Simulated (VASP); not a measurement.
# Se (P3_121) in VASP: single point with PBE

Aim: the single point of Se with PBE.

Everything below comes from runs of VASP 6.6.1. Logs are shortened: lines on timing, memory, paths and dates and some standing lists are left out, and cuts for length are marked.

### 1 The cell of the first run

The structure is trigonal, space group P3_121 (No. 152). The conventional cell has a = 4.483 Å, b = 4.483 Å, c = 5.067 Å, α = 90.00°, β = 90.00°, γ = 120.00°. Within 3.2 Å of Se (site symmetry 2) lie 2 Se at 2.41 Å.

### 2 Single point, PBE, non-collinear spin, zero start, spin-orbit coupling

Input file INCAR:

```
PREC = Accurate
ENCUT = 520
EDIFF = 1E-7
ISMEAR = 0
SIGMA = 0.05
LREAL = F
LASPH = T
NELM = 150
ALGO = Fast
ISIF = 2
LWAVE = F
LCHARG = F
MAGMOM = 0 0 0 0 0 0 0 0 0
LORBIT = 11
LSORBIT = T
GGA_COMPAT = F
LORBMOM = T
GGA = PE
NBANDS = 31
```

Input file KPOINTS:

```
Automatic mesh
0
Gamma
  6 6 6
```

Input file POSCAR:

```
Se
1.0
    4.4832497987      0.0000000000      0.0000000000
   -2.2416248993      3.8826082172      0.0000000000
    0.0000000000      0.0000000000      5.0668551906
Se
3
Direct
    0.2206162174      0.0000000000      0.8333333333
    0.0000000000      0.2206162174      0.1666666667
    0.7793837826      0.7793837826      0.5000000000
```

Potentials or basis: VASP PAW PBE potentials, release 64 (Se).

The run is started by

```console
$ cat potpaw_PBE.64/Se/POTCAR > POTCAR
$ mpirun -np 1 vasp_ncl > vasp.out
```

OUTCAR:

```text
PREC = Accurate
   ENCUT = 520
   EDIFF = 1E-7
   ISMEAR = 0
   LREAL = F
   LASPH = T
   NELM = 150
   ISIF = 2
   LORBIT = 11
   LSORBIT = T
   GGA = PE

 ion  position               nearest neighbor table
   1  0.221  0.000  0.833-   3 2.41   2 2.41
   2  0.000  0.221  0.167-   3 2.41   1 2.41
   3  0.779  0.779  0.500-   2 2.41   1 2.41

  LATTYP: Found a hexagonal cell.
 ALAT       =     4.4832497987
 C/A-ratio  =     1.1301746318

  Lattice vectors:

 A1 = (   4.4832497987,   0.0000000000,   0.0000000000)
 A2 = (  -2.2416248993,   3.8826082172,   0.0000000000)
 A3 = (   0.0000000000,   0.0000000000,   5.0668551906)

Analysis of symmetry for initial positions (statically):
=====================================================================
 Subroutine PRICEL returns:
 Original cell was already a primitive cell.

 Routine SETGRP: Setting up the symmetry group for a
 hexagonal supercell.

 Subroutine GETGRP returns: Found  6 space group operations
 (whereof  2 operations were pure point group operations)
 out of a pool of 24 trial point group operations.

The static configuration has the point symmetry C_2 .
 The point group associated with its full space group is D_3 .

Analysis of symmetry for dynamics (positions and initial velocities):
=====================================================================
 Subroutine PRICEL returns:
 Original cell was already a primitive cell.

 Routine SETGRP: Setting up the symmetry group for a
 hexagonal supercell.

 Subroutine GETGRP returns: Found  6 space group operations
 (whereof  2 operations were pure point group operations)
 out of a pool of 24 trial point group operations.

The dynamic configuration has the point symmetry C_2 .
 The point group associated with its full space group is D_3 .

Analysis of structural, dynamic, and magnetic symmetry:
=====================================================================
 Subroutine PRICEL returns:
 Original cell was already a primitive cell.

 Routine SETGRP: Setting up the symmetry group for a
 hexagonal supercell.

 Subroutine GETGRP returns: Found  6 space group operations
 (whereof  2 operations were pure point group operations)
 out of a pool of 24 trial point group operations.

The overall configuration has the point symmetry C_2 .
 The point group associated with its full space group is D_3 .

[... 979 lines left out ...]
      0.98908      0.00000      4.22238         0.026974     -0.000000     -0.000000
     -0.49454      0.85657      0.84448        -0.013487      0.023360      0.000000
      1.74709      3.02604      2.53343        -0.013487     -0.023360      0.000000
 -----------------------------------------------------------------------------------
    total drift:                                0.000000      0.000001      0.000000

  FREE ENERGIE OF THE ION-ELECTRON SYSTEM (eV)
  ---------------------------------------------------
  free  energy   TOTEN  =       -10.5793966358 eV

  energy  without entropy=      -10.5793966358  energy(sigma->0) =      -10.57939664

 orbital moment (x)

 # of ion     p       d       tot
 ----------------------------------------
  1         0.000  -0.000  -0.000
  2        -0.000   0.000   0.000
  3        -0.000   0.000   0.000
 ----------------------------------------
           -0.000   0.000   0.000

 orbital moment (y)

 # of ion     p       d       tot
 ----------------------------------------
  1         0.000  -0.000  -0.000
  2         0.000  -0.000  -0.000
  3        -0.000   0.000   0.000
 ----------------------------------------
           -0.000  -0.000  -0.000

 orbital moment (z)

 # of ion     p       d       tot
 ----------------------------------------
  1         0.000   0.000   0.000
  2         0.000   0.000   0.000
  3         0.000   0.000   0.000
 ----------------------------------------
            0.000   0.000   0.000

 Spin-Orbit-Coupling matrix elements

 Ion:    1  E_soc:     -0.0463717
 l=   1
     0.0000000    -0.0081777    -0.0077600
    -0.0081777     0.0000000    -0.0072504
    -0.0077600    -0.0072504     0.0000000
 l=   2
     0.0000000    -0.0000003     0.0000000     0.0000025     0.0000026
    -0.0000003     0.0000000    -0.0000001    -0.0000005    -0.0000006
     0.0000000    -0.0000001     0.0000000    -0.0000033     0.0000000
     0.0000025    -0.0000005    -0.0000033     0.0000000     0.0000021
     0.0000026    -0.0000006     0.0000000     0.0000021     0.0000000
 l=   3
     0.0000000     0.0000000     0.0000000     0.0000000     0.0000000     0.0000000     0.0000000
     0.0000000     0.0000000     0.0000000     0.0000000     0.0000000     0.0000000     0.0000000
     0.0000000     0.0000000     0.0000000     0.0000000     0.0000000     0.0000000     0.0000000
     0.0000000     0.0000000     0.0000000     0.0000000     0.0000000     0.0000000     0.0000000
[... 29 lines left out ...]
 l=   2
     0.0000000     0.0000015     0.0000000     0.0000002     0.0000026
     0.0000015     0.0000000    -0.0000025    -0.0000005     0.0000017
     0.0000000    -0.0000025     0.0000000    -0.0000009     0.0000000
     0.0000002    -0.0000005    -0.0000009     0.0000000     0.0000003
     0.0000026     0.0000017     0.0000000     0.0000003     0.0000000
 l=   3
     0.0000000     0.0000000     0.0000000     0.0000000     0.0000000     0.0000000     0.0000000
     0.0000000     0.0000000     0.0000000     0.0000000     0.0000000     0.0000000     0.0000000
     0.0000000     0.0000000     0.0000000     0.0000000     0.0000000     0.0000000     0.0000000
     0.0000000     0.0000000     0.0000000     0.0000000     0.0000000     0.0000000     0.0000000
     0.0000000     0.0000000     0.0000000     0.0000000     0.0000000     0.0000000     0.0000000
     0.0000000     0.0000000     0.0000000     0.0000000     0.0000000     0.0000000     0.0000000
     0.0000000     0.0000000     0.0000000     0.0000000     0.0000000     0.0000000     0.0000000

 total charge

# of ion       s       p       d       tot
------------------------------------------
    1        1.511   2.165   0.051   3.727
    2        1.511   2.165   0.051   3.727
    3        1.511   2.165   0.051   3.727
--------------------------------------------------
tot          4.532   6.496   0.153  11.180

 magnetization (x)

# of ion       s       p       d       tot
------------------------------------------
    1       -0.000   0.000  -0.000  -0.000
    2        0.000  -0.000   0.000   0.000
    3        0.000  -0.000   0.000   0.000
--------------------------------------------------
tot         -0.000   0.000   0.000   0.000

 magnetization (y)

# of ion       s       p       d       tot
------------------------------------------
    1        0.000   0.000  -0.000   0.000
    2       -0.000   0.000  -0.000  -0.000
    3        0.000  -0.000   0.000   0.000
--------------------------------------------------
tot          0.000   0.000  -0.000   0.000

 magnetization (z)

# of ion       s       p       d       tot
------------------------------------------
    1        0.000   0.000   0.000   0.000
    2       -0.000   0.000   0.000   0.000
    3        0.000  -0.000   0.000   0.000
--------------------------------------------------
tot          0.000   0.000   0.000   0.000
```

It took 3.7 min on 1 thread of AMD EPYC 9R45 (Zen 5), shared host; peak memory 0.47 GiB.

Results:

```yaml
Free_energy: -10.5794 eV
Pressure: 0.1 GPa
Largest_force: 0.027 eV/Å
Net_moment: 0.00 μB per cell
Valence_electrons_inside_the_program's_atomic_spheres: Se 3.73
```

Forces in eV/Å, atoms in the order of the input:
```
Se   0.027  0.000  0.000
Se  -0.013  0.023  0.000
Se  -0.013 -0.023  0.000
```

Moments on the atoms (μB; x, y, z):
```
Se  0.00 0.00 0.00
Se  0.00 0.00 0.00
Se  0.00 0.00 0.00
```
